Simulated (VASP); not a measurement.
# PbO (F-43m) in VASP: further runs

PbO is run at these levels: PBE; tasks: single point.

Program: VASP 6.6.1. These are calculated values, not measurements. Logs are shortened: lines on timing, memory, paths and dates and some standing lists are left out, and cuts for length are marked.

## 1. The cell of the first run

It takes space group F-43m (No. 216, cubic). Conventional cell: a = 5.548 Å, b = 5.548 Å, c = 5.548 Å, α = 90.00°, β = 90.00°, γ = 90.00°. Within 3.2 Å of Pb (site symmetry -43m) lie 4 O at 2.40 Å. Within 3.2 Å of O (site symmetry -43m) lie 4 Pb at 2.40 Å.

## 2. Single point, PBE (volume changed by -6%)

INCAR reads:

```
PREC = Accurate ; ENCUT = 520
EDIFF = 1E-7 ; ISMEAR = 0
SIGMA = 0.01 ; LREAL = F
LASPH = T ; NELM = 80
ALGO = Normal ; ISIF = 2
LWAVE = F ; LCHARG = F
GGA = PE ; NBANDS = 17
```

KPOINTS reads:

```
regular mesh
0
Gamma
  6 6 6
```

POSCAR reads:

```
PbO
1.0
    0.0000000000      2.7739356585      2.7739356585
    2.7739356585      0.0000000000      2.7739356585
    2.7739356585      2.7739356585      0.0000000000
Pb O
1 1
Direct
    0.0000000000      0.0000000000      0.0000000000
    0.2500000000      0.2500000000      0.2500000000
```

Potentials or basis: VASP PAW PBE potentials, release 64 (Pb_d, O).

Command:

```bash
> cat potpaw_PBE.64/Pb_d/POTCAR potpaw_PBE.64/O/POTCAR > POTCAR
> mpirun -np 1 vasp_std > vasp.out
```

OUTCAR:

```text
PREC = Accurate
   ENCUT = 520
   EDIFF = 1E-7
   ISMEAR = 0
   LREAL = F
   LASPH = T
   NELM = 80
   ISIF = 2
   GGA = PE

 ion  position               nearest neighbor table
   1  0.000  0.000  0.000-   2 2.40   2 2.40   2 2.40   2 2.40
   2  0.250  0.250  0.250-   1 2.40   1 2.40   1 2.40   1 2.40

  LATTYP: Found a face centered cubic cell.
 ALAT       =     5.5478713170

  Lattice vectors:

 A1 = (   0.0000000000,   2.7739356585,   2.7739356585)
 A2 = (   2.7739356585,   0.0000000000,   2.7739356585)
 A3 = (   2.7739356585,   2.7739356585,   0.0000000000)

Analysis of symmetry for initial positions (statically):
=====================================================================
 Subroutine PRICEL returns:
 Original cell was already a primitive cell.

 Routine SETGRP: Setting up the symmetry group for a
 face centered cubic supercell.

 Subroutine GETGRP returns: Found 24 space group operations
 (whereof 24 operations were pure point group operations)
 out of a pool of 48 trial point group operations.

The static configuration has the point symmetry T_d .

Analysis of symmetry for dynamics (positions and initial velocities):
=====================================================================
 Subroutine PRICEL returns:
 Original cell was already a primitive cell.

 Routine SETGRP: Setting up the symmetry group for a
 face centered cubic supercell.

 Subroutine GETGRP returns: Found 24 space group operations
 (whereof 24 operations were pure point group operations)
 out of a pool of 48 trial point group operations.

The dynamic configuration has the point symmetry T_d .

 Subroutine INISYM returns: Found 24 space group operations
 (whereof 24 operations are pure point group operations),
 and found     1 'primitive' translations

----------------------------------------------------------------------------------------

                                     Primitive cell

  volume of cell :      42.6893

  direct lattice vectors                    reciprocal lattice vectors
     0.000000000  2.773935659  2.773935659    -0.180249314  0.180249314  0.180249314
     2.773935659  0.000000000  2.773935659     0.180249314 -0.180249314  0.180249314
     2.773935659  2.773935659  0.000000000     0.180249314  0.180249314 -0.180249314

  length of vectors
     3.922937429  3.922937429  3.922937429     0.312200970  0.312200970  0.312200970

  position of ions in fractional coordinates (direct lattice)
     0.000000000  0.000000000  0.000000000
     0.250000000  0.250000000  0.250000000

  ion indices of the primitive-cell ions
[... 67 lines left out ...]
   LREAL  =      F    real-space projection
   EDIFFG = 0.1E-05   stopping-criterion for IOM
   NSW    =      0    number of steps for IOM
   IBRION =     -1    ionic relax: 0-MD 1-quasi-New 2-CG
   NFREE  =      0    steps in history (QN), initial steepest desc. (CG)
   ISIF   =      2    stress and relaxation
   ISYM   =      2    0-nonsym 1-usesym 2-fastsym
   POTIM  = 0.5000    time-step for ionic-motion
   TEBEG  =    0.0;   TEEND  =   0.0 temperature during run
   PSTRESS=    0.0 pullay stress
   NELECT =      20.0000    total number of electrons
   NUPDOWN=      -1.0000    fix difference up-down
   EMIN   =  10.00;   EMAX   =-10.00  energy-range for DOS
   EFERMI =   0.00;   METHOD = LEGACY
   ISMEAR =     0;   SIGMA  =   0.01  broadening in eV -4-tet -1-fermi 0-gaus
   EFERMI_NEDOS =   21; number of points for ismear=-14 and -15
   IALGO  =     38    algorithm
   IMIX   =      4    mixing-type and parameters
     AMIX     =   0.40;   BMIX     =  1.00
     AMIX_MAG =   1.60;   BMIX_MAG =  1.00
  volume/ion in A,a.u.               =      21.34       144.04
  Fermi-wavevector in a.u.,A,eV,Ry     =   1.271487  2.402761 21.996241  1.616678
  Thomas-Fermi vector in A             =   2.404417
   LORBIT       =      0    0 simple, 1 ext, 2 COOP (PROOUT), +10 PAW based schemes
   GGA     = PE    functional components
   LHFCALC =     F    Hartree Fock is set to
   AEXX    =    0.0000 exact exchange contribution
   IVDW    =     0    specifies the selected vdW correction
   LEPSILON=     F    determine dielectric tensor
   LRPA    =     F    only Hartree local field effects (RPA)
 non-spin polarized calculation
 Gauss-broadening in eV      SIGMA  =   0.01
  energy-cutoff  :      520.00
  volume of cell :       42.69
 maximum number of plane-waves:      1167
 NGX is ok and might be reduce to    30
   NGX = 15   NGY = 15   NGZ = 15

 number of electron      19.9999997 magnetization

 Free energy of the ion-electron system (eV)
  ---------------------------------------------------
  ext. energy  EPLUGINS =         0.00000000
  ---------------------------------------------------
  free energy    TOTEN  =       -10.31719966 eV

  energy without entropy =      -10.31719966  energy(sigma->0) =      -10.31719966

 E-fermi :   5.0384     XC(G=0):  -9.4645

 val. band max:        4.9734929694   @ k =  -0.3333   0.5000   0.1667
 cond. band min:       5.3677592860   @ k =   0.5000   0.5000   0.0000
 fundamental gap:      0.3942663166
 Fermi energy:         5.0383965378

 k-point     1 :       0.0000    0.0000    0.0000
  band No.  band energies     occupation
      1     -12.8853      2.00000
      2     -11.4393      2.00000
      3     -11.4393      2.00000
      4     -11.4393      2.00000
      5     -11.3279      2.00000
      6     -11.3279      2.00000
[... 297 lines left out ...]
      4     -11.3010      2.00000
      5     -11.2860      2.00000
      6     -10.4831      2.00000
[... 9 lines left out ...]
     16      18.2587      0.00000
     17      19.9941      0.00000

------------------------ aborting loop because EDIFF is reached ----------------------------------------

  FORCE on cell =-STRESS in cart. coord.  units (eV):
  Direction    XX          YY          ZZ          XY          YZ          ZX
  --------------------------------------------------------------------------------------
  -------------------------------------------------------------------------------------
  Total        1.1787752      1.1787752      1.1787752     -0.0000000      0.0000000     -0.0000000
  in kB       44.2407430     44.2407430     44.2407430     -0.0000000      0.0000000     -0.0000000
  external PRESSURE =      44.2407430 kB  Pullay stress =       0.0000000 kB

 VOLUME and BASIS-vectors are now :
 -----------------------------------------------------------------------------
  energy-cutoff  :      520.00
  volume of cell :       42.69
      direct lattice vectors                 reciprocal lattice vectors
     0.000000000  2.773935659  2.773935659    -0.180249314  0.180249314  0.180249314
     2.773935659  0.000000000  2.773935659     0.180249314 -0.180249314  0.180249314
     2.773935659  2.773935659  0.000000000     0.180249314  0.180249314 -0.180249314

 POSITION                                       TOTAL-FORCE (eV/Angst)
 -----------------------------------------------------------------------------------
      0.00000      0.00000      0.00000        -0.000000     -0.000000     -0.000000
      1.38697      1.38697      1.38697         0.000000      0.000000      0.000000
 -----------------------------------------------------------------------------------
    total drift:                                0.000000      0.000000      0.000000

  FREE ENERGIE OF THE ION-ELECTRON SYSTEM (eV)
  ---------------------------------------------------
  free  energy   TOTEN  =       -10.3171996563 eV

  energy  without entropy=      -10.3171996563  energy(sigma->0) =      -10.31719966
```

OSZICAR:

```text
N       E                     dE             d eps       ncg     rms          rms(c)
DAV:   1     0.176851732048E+03    0.17685E+03   -0.10130E+04   552   0.131E+03
DAV:   2     0.180926537978E+01   -0.17504E+03   -0.16675E+03   585   0.351E+02
DAV:   3    -0.124962512809E+02   -0.14306E+02   -0.14223E+02   675   0.106E+02
DAV:   4    -0.128217000043E+02   -0.32545E+00   -0.32526E+00   648   0.171E+01
DAV:   5    -0.128316583986E+02   -0.99584E-02   -0.99579E-02   757   0.303E+00    0.907E+00
DAV:   6    -0.106071319769E+02    0.22245E+01   -0.16113E+01   827   0.307E+01    0.509E+00
DAV:   7    -0.103418157839E+02    0.26532E+00   -0.22357E+00   693   0.120E+01    0.155E+00
DAV:   8    -0.104078800510E+02   -0.66064E-01   -0.68165E-01   584   0.764E+00    0.196E+00
DAV:   9    -0.103165799333E+02    0.91300E-01   -0.15583E-01   606   0.412E+00    0.304E-01
DAV:  10    -0.103170904665E+02   -0.51053E-03   -0.83193E-03   655   0.681E-01    0.869E-02
DAV:  11    -0.103172068542E+02   -0.11639E-03   -0.38459E-04   613   0.162E-01    0.433E-02
DAV:  12    -0.103172009198E+02    0.59344E-05   -0.24397E-04   753   0.111E-01    0.169E-02
DAV:  13    -0.103171994837E+02    0.14361E-05   -0.54020E-05   660   0.723E-02    0.468E-03
DAV:  14    -0.103171997086E+02   -0.22490E-06   -0.61594E-06   893   0.278E-02    0.233E-03
DAV:  15    -0.103171996563E+02    0.52322E-07   -0.68907E-07   712   0.674E-03
   1 F= -.10317200E+02 E0= -.10317200E+02  d E =-.159079E-21
```

It took 15 s on 1 thread of Intel Xeon Platinum 8488C (Sapphire Rapids), shared host; peak memory 0.17 GiB.

Results:

* Free energy: -10.3172 eV
* Pressure: 4.4 GPa
* Band gap on the k mesh: 0.39 eV, indirect (least direct gap 0.53 eV)

Caveat: the cell differs from its parent crystal (volume changed by -6%); spin-orbit coupling is left out, which moves the levels of the heavy elements. A k mesh can miss the band edges.

## 3. Single point, PBE (volume changed by -3%)

INCAR reads:

```
PREC = Accurate
ENCUT = 520
EDIFF = 1E-7
ISMEAR = 0
SIGMA = 0.01
LREAL = False
LASPH = True
NELM = 100
ALGO = Normal
ISIF = 2
LWAVE = False
LCHARG = False
GGA = PE
NBANDS = 17
```

KPOINTS is that of step 2.

POSCAR reads:

```
PbO
1.0
    0.0000000000      2.8031371271      2.8031371271
    2.8031371271      0.0000000000      2.8031371271
    2.8031371271      2.8031371271      0.0000000000
Pb O
1 1
Direct
    0.0000000000      0.0000000000      0.0000000000
    0.2500000000      0.2500000000      0.2500000000
```

Potentials or basis: VASP PAW PBE potentials, release 64 (Pb_d, O).

Command:

```bash
> cat potpaw_PBE.64/Pb_d/POTCAR potpaw_PBE.64/O/POTCAR > POTCAR
> mpirun -np 1 vasp_std > vasp.out
```

OUTCAR:

```text
PREC = Accurate
   ENCUT = 520
   EDIFF = 1E-7
   ISMEAR = 0
   LREAL = False
   LASPH = True
   NELM = 100
   ISIF = 2
   GGA = PE

 ion  position               nearest neighbor table
   1  0.000  0.000  0.000-   2 2.43   2 2.43   2 2.43   2 2.43
   2  0.250  0.250  0.250-   1 2.43   1 2.43   1 2.43   1 2.43

  LATTYP: Found a face centered cubic cell.
 ALAT       =     5.6062742542

  Lattice vectors:

 A1 = (   0.0000000000,   2.8031371271,   2.8031371271)
[... 495 lines left out ...]

------------------------ aborting loop because EDIFF is reached ----------------------------------------

  FORCE on cell =-STRESS in cart. coord.  units (eV):
  Direction    XX          YY          ZZ          XY          YZ          ZX
  --------------------------------------------------------------------------------------
  -------------------------------------------------------------------------------------
  Total        0.5584739      0.5584739      0.5584739     -0.0000000      0.0000000      0.0000000
  in kB       20.3118957     20.3118957     20.3118957     -0.0000000      0.0000000      0.0000000
  external PRESSURE =      20.3118957 kB  Pullay stress =       0.0000000 kB

 VOLUME and BASIS-vectors are now :
 -----------------------------------------------------------------------------
  energy-cutoff  :      520.00
  volume of cell :       44.05
      direct lattice vectors                 reciprocal lattice vectors
     0.000000000  2.803137127  2.803137127    -0.178371581  0.178371581  0.178371581
     2.803137127  0.000000000  2.803137127     0.178371581 -0.178371581  0.178371581
     2.803137127  2.803137127  0.000000000     0.178371581  0.178371581 -0.178371581

 POSITION                                       TOTAL-FORCE (eV/Angst)
 -----------------------------------------------------------------------------------
      0.00000      0.00000      0.00000         0.000000      0.000000      0.000000
      1.40157      1.40157      1.40157        -0.000000     -0.000000     -0.000000
 -----------------------------------------------------------------------------------
    total drift:                                0.000000      0.000000      0.000000

  FREE ENERGIE OF THE ION-ELECTRON SYSTEM (eV)
  ---------------------------------------------------
  free  energy   TOTEN  =       -10.3455229402 eV

  energy  without entropy=      -10.3455229402  energy(sigma->0) =      -10.34552294
```

stdout:

```text
POSCAR found type information on POSCAR PbO
 POSCAR found :  2 types and       2 ions
 scaLAPACK will be used
 LDA part: xc-table for (Slater+PW92), standard interpolation
 POSCAR, INCAR and KPOINTS ok, starting setup
 FFT: planning ... GRIDC
 FFT: planning ... GRID_SOFT
 FFT: planning ... GRID
 WAVECAR not read
 entering main loop
```

Run time: 16 s. Hardware: 1 thread of Intel Xeon Platinum 8488C (Sapphire Rapids), shared host; peak memory 0.17 GiB.

Results:

- Free energy: -10.3455 eV
- Pressure: 2.0 GPa
- Band gap on the k mesh: 0.48 eV, indirect (least direct gap 0.62 eV)

Caveat: the cell differs from its parent crystal (volume changed by -3%); spin-orbit coupling is left out, which moves the levels of the heavy elements.

## 4. Single point, PBE

This run uses another cell than the first one, of 22.71 Å³/atom, 1.064 times its volume.

INCAR reads:

```
SYSTEM = PbO
PREC = Accurate
ENCUT = 520
EDIFF = 1E-7
ISMEAR = 0
SIGMA = 0.01
LREAL = .FALSE.
LASPH = .TRUE.
NELM = 60
ALGO = Normal
ISIF = 2
LWAVE = .FALSE.
LCHARG = .TRUE.
GGA = PE
LELF = .TRUE.
LVHAR = .TRUE.
NBANDS = 17
```

KPOINTS reads:

```
regular mesh
0
G
  6 6 6
  0 0 0
```

POSCAR reads:

```
PbO
1.0
    0.0000000000      2.8317425429      2.8317425429
    2.8317425429      0.0000000000      2.8317425429
    2.8317425429      2.8317425429      0.0000000000
Pb O
1 1
Direct
    0.0000000000      0.0000000000      0.0000000000
    0.2500000000      0.2500000000      0.2500000000
```

Command:

```bash
> cat potpaw_PBE.64/Pb_d/POTCAR potpaw_PBE.64/O/POTCAR > POTCAR
> mpirun -np 1 vasp_std > vasp.out
```

Run time: 15 s. Hardware: 1 thread of Intel Xeon Platinum 8488C (Sapphire Rapids), shared host; peak memory 0.17 GiB.

The run converged. Its results:

```
Free energy            : -10.3551 eV
Pressure               : 0.0 GPa
Band gap on the k mesh : 0.56 eV, indirect (least direct gap 0.70 eV)
```

Levels at points of the mesh, in eV from the valence-band top:
| k point | band 7 | band 8 | band 9 | band 10 | band 11 | band 12 | band 13 | band 14 |
| --- | --- | --- | --- | --- | --- | --- | --- | --- |
| (0.00, 0.00, 0.00) | -6.78 | -2.08 | -2.08 | -2.08 | 5.22 | 5.22 | 5.22 | 8.02 |
| (0.50, 0.00, 0.00) | -7.68 | -2.52 | -2.52 | -2.10 | 2.49 | 5.42 | 5.42 | 8.75 |
| (0.50, 0.50, 0.00) | -7.68 | -3.26 | -3.26 | -0.14 | 0.56 | 5.80 | 5.80 | 6.46 |

Caveat: spin-orbit coupling is left out, which moves the levels of the heavy elements.

## 5. Summary

| cell | gap on the mesh (eV) | pressure (GPa) |
| --- | --- | --- |
| a = 3.923 Å, angles 60.0°, 2 atoms | 0.39 | 4.4 |
| a = 3.964 Å, angles 60.0°, 2 atoms | 0.48 | 2.0 |
| a = 4.005 Å, angles 60.0°, 2 atoms | 0.56 | 0.0 |

Alike in all rows: task single point; level PBE; potentials or basis VASP PAW PBE potentials, release 64 (Pb_d, O); no spin polarisation; k mesh 6 × 6 × 6; cutoff (eV) 520; smearing gaussian 0.01 eV.

Caveats: spin-orbit coupling is left out, which moves the levels of the heavy elements.

Absolute energies hang on the potentials; compare differences alone.
